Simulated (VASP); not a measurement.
# BAs (F-43m) in VASP: notebook, part 2 of 3

VASP 6.6.1. Earlier steps stand in the parts before.

### Step 3. Single point, PBE (volume scaled by 0.96, then relaxed in part)

INCAR

```
PREC = Accurate ; ENCUT = 520
EDIFF = 1E-7 ; ISMEAR = -1
SIGMA = 0.02 ; LREAL = F
LASPH = T ; NELM = 80
ALGO = Normal ; ISIF = 2
LWAVE = F ; LCHARG = T
GGA = PE ; LELF = T
LVHAR = T ; NBANDS = 11
```

KPOINTS

```
regular mesh
0
Gamma
  16 16 16
```

POSCAR

```
BAs
1.0
    0.0000000000      2.3562190158      2.3562190158
    2.3562190158      0.0000000000      2.3562190158
    2.3562190158      2.3562190158      0.0000000000
B As
1 1
Direct
    0.0000000000      0.0000000000      0.0000000000
    0.2500000000      0.2500000000      0.2500000000
```

Potentials or basis: VASP PAW PBE potentials, release 64 (B, As).

On the command line:

```
cat potpaw_PBE.64/B/POTCAR potpaw_PBE.64/As/POTCAR > POTCAR
mpirun -np 1 vasp_std > vasp.out
```

OUTCAR:

```text
PREC = Accurate
   ENCUT = 520
   EDIFF = 1E-7
   ISMEAR = -1
   LREAL = F
   LASPH = T
   NELM = 80
   ISIF = 2
   GGA = PE

 ion  position               nearest neighbor table
   1  0.000  0.000  0.000-   2 2.04   2 2.04   2 2.04   2 2.04
   2  0.250  0.250  0.250-   1 2.04   1 2.04   1 2.04   1 2.04

  LATTYP: Found a face centered cubic cell.
 ALAT       =     4.7124380316

  Lattice vectors:

 A1 = (   0.0000000000,   2.3562190158,   2.3562190158)
 A2 = (   2.3562190158,   0.0000000000,   2.3562190158)
 A3 = (   2.3562190158,   2.3562190158,   0.0000000000)

Analysis of symmetry for initial positions (statically):
=====================================================================
 Subroutine PRICEL returns:
 Original cell was already a primitive cell.

 Routine SETGRP: Setting up the symmetry group for a
 face centered cubic supercell.

 Subroutine GETGRP returns: Found 24 space group operations
 (whereof 24 operations were pure point group operations)
 out of a pool of 48 trial point group operations.

The static configuration has the point symmetry T_d .

Analysis of symmetry for dynamics (positions and initial velocities):
=====================================================================
 Subroutine PRICEL returns:
 Original cell was already a primitive cell.

 Routine SETGRP: Setting up the symmetry group for a
 face centered cubic supercell.

 Subroutine GETGRP returns: Found 24 space group operations
 (whereof 24 operations were pure point group operations)
 out of a pool of 48 trial point group operations.

The dynamic configuration has the point symmetry T_d .

 Subroutine INISYM returns: Found 24 space group operations
 (whereof 24 operations are pure point group operations),
 and found     1 'primitive' translations

----------------------------------------------------------------------------------------

[... 113 lines left out ...]
  volume/ion in A,a.u.               =      13.08        88.28
  Fermi-wavevector in a.u.,A,eV,Ry     =   1.102925  2.084225 16.550708  1.216443
  Thomas-Fermi vector in A             =   2.239375
   LORBIT       =      0    0 simple, 1 ext, 2 COOP (PROOUT), +10 PAW based schemes
   GGA     = PE    functional components
   LHFCALC =     F    Hartree Fock is set to
   AEXX    =    0.0000 exact exchange contribution
   IVDW    =     0    specifies the selected vdW correction
   LEPSILON=     F    determine dielectric tensor
   LRPA    =     F    only Hartree local field effects (RPA)
 non-spin polarized calculation
  energy-cutoff  :      520.00
  volume of cell :       26.16
 maximum number of plane-waves:       725
 NGX is ok and might be reduce to    28
   NGX = 13   NGY = 13   NGZ = 13

 number of electron       8.0000000 magnetization

 Free energy of the ion-electron system (eV)
  ---------------------------------------------------
  ext. energy  EPLUGINS =         0.00000000
  ---------------------------------------------------
  free energy    TOTEN  =       -11.36193939 eV

  energy without entropy =      -11.36193939  energy(sigma->0) =      -11.36193939

 E-fermi :   7.0339     XC(G=0): -10.7622

 val. band max:        6.5843481851   @ k =   0.0000   0.0000   0.0000
 cond. band min:       7.7333336689   @ k =   0.3750   0.3750   0.0000
 fundamental gap:      1.1489854839
 Fermi energy:         7.0339058721

 k-point     1 :       0.0000    0.0000    0.0000
  band No.  band energies     occupation
      1      -9.1963      2.00000
      2       6.5843      2.00000
      3       6.5843      2.00000
      4       6.5843      2.00000
      5       9.9136      0.00000
      6       9.9136      0.00000
      7       9.9136      0.00000
      8      11.7966      0.00000
      9      16.3713      0.00000
     10      19.7023      0.00000
     11      19.7023      0.00000
[... 309 lines left out ...]
 k-point    24 :      -0.0625    0.0625    0.0000
  band No.  band energies     occupation
      1      -9.0187      2.00000
      2       5.3320      2.00000
      3       5.7924      2.00000
      4       6.4691      2.00000
      5      10.1026      0.00000
      6      10.1918      0.00000
      7      10.6095      0.00000
      8      12.5678      0.00000
      9      17.0857      0.00000
     10      18.1263      0.00000
     11      18.9052      0.00000

 [... further k-points ...]
[... 5 lines left out ...]
  --------------------------------------------------------------------------------------
  -------------------------------------------------------------------------------------
  Total        1.6165783      1.6165783      1.6165783     -0.0000000      0.0000000     -0.0000000
  in kB       98.9988971     98.9988971     98.9988971     -0.0000000      0.0000000     -0.0000000
  external PRESSURE =      98.9988971 kB  Pullay stress =       0.0000000 kB

 VOLUME and BASIS-vectors are now :
 -----------------------------------------------------------------------------
  energy-cutoff  :      520.00
  volume of cell :       26.16
      direct lattice vectors                 reciprocal lattice vectors
     0.000000000  2.356219016  2.356219016    -0.212204382  0.212204382  0.212204382
     2.356219016  0.000000000  2.356219016     0.212204382 -0.212204382  0.212204382
     2.356219016  2.356219016  0.000000000     0.212204382  0.212204382 -0.212204382

 POSITION                                       TOTAL-FORCE (eV/Angst)
 -----------------------------------------------------------------------------------
      0.00000      0.00000      0.00000         0.000000      0.000000      0.000000
      1.17811      1.17811      1.17811        -0.000000     -0.000000     -0.000000
 -----------------------------------------------------------------------------------
    total drift:                               -0.000000     -0.000000     -0.000000

  FREE ENERGIE OF THE ION-ELECTRON SYSTEM (eV)
  ---------------------------------------------------
  free  energy   TOTEN  =       -11.3619393949 eV

  energy  without entropy=      -11.3619393949  energy(sigma->0) =      -11.36193939
```

OSZICAR:

```text
N       E                     dE             d eps       ncg     rms          rms(c)
DAV:   1     0.126400561245E+02    0.12640E+02   -0.38835E+03  3190   0.652E+02
DAV:   2    -0.113961518327E+02   -0.24036E+02   -0.22747E+02  4293   0.105E+02
DAV:   3    -0.120820043933E+02   -0.68585E+00   -0.68402E+00  3994   0.166E+01
DAV:   4    -0.120837527373E+02   -0.17483E-02   -0.17483E-02  3538   0.944E-01
DAV:   5    -0.120837551043E+02   -0.23670E-05   -0.23670E-05  3860   0.379E-02    0.523E+00
DAV:   6    -0.114389003331E+02    0.64485E+00   -0.17051E+00  3430   0.544E+00    0.254E+00
DAV:   7    -0.113688452713E+02    0.70055E-01   -0.22757E-01  3757   0.233E+00    0.102E+00
DAV:   8    -0.113614803415E+02    0.73649E-02   -0.21168E-02  3601   0.837E-01    0.102E-01
DAV:   9    -0.113617822201E+02   -0.30188E-03   -0.74201E-04  3708   0.162E-01    0.632E-02
DAV:  10    -0.113619338172E+02   -0.15160E-03   -0.18708E-04  3410   0.840E-02    0.126E-02
DAV:  11    -0.113619394024E+02   -0.55852E-05   -0.50972E-06  3925   0.153E-02    0.115E-02
DAV:  12    -0.113619393321E+02    0.70279E-07   -0.25365E-06  3376   0.867E-03    0.406E-03
DAV:  13    -0.113619393949E+02   -0.62789E-07   -0.85607E-08  3296   0.189E-03
   1 F= -.11361939E+02 E0= -.11361939E+02  d E =-.121784E-12
```

Wall time 90 s (1 thread of Intel Xeon Platinum 8259CL at 2.50GHz (Skylake/Cascade Lake), shared host); peak memory 0.18 GiB.

What came out:

```
Free energy            : -11.3619 eV
Pressure               : 9.9 GPa
Band gap on the k mesh : 1.15 eV, indirect (least direct gap 3.33 eV)
```

Levels at points of the mesh, in eV from the valence-band top:
| k point | band 1 | band 2 | band 3 | band 4 | band 5 | band 6 | band 7 | band 8 | band 9 |
| --- | --- | --- | --- | --- | --- | --- | --- | --- | --- |
| (0.00, 0.00, 0.00) | -15.78 | 0.00 | 0.00 | 0.00 | 3.33 | 3.33 | 3.33 | 5.21 | 9.79 |
| (0.50, 0.00, 0.00) | -12.76 | -9.09 | -1.89 | -1.89 | 2.94 | 4.83 | 4.83 | 8.94 | 13.02 |
| (0.50, 0.50, 0.00) | -11.37 | -8.76 | -4.25 | -4.25 | 1.37 | 1.40 | 11.76 | 11.76 | 13.24 |

[end of part 2 of 3]
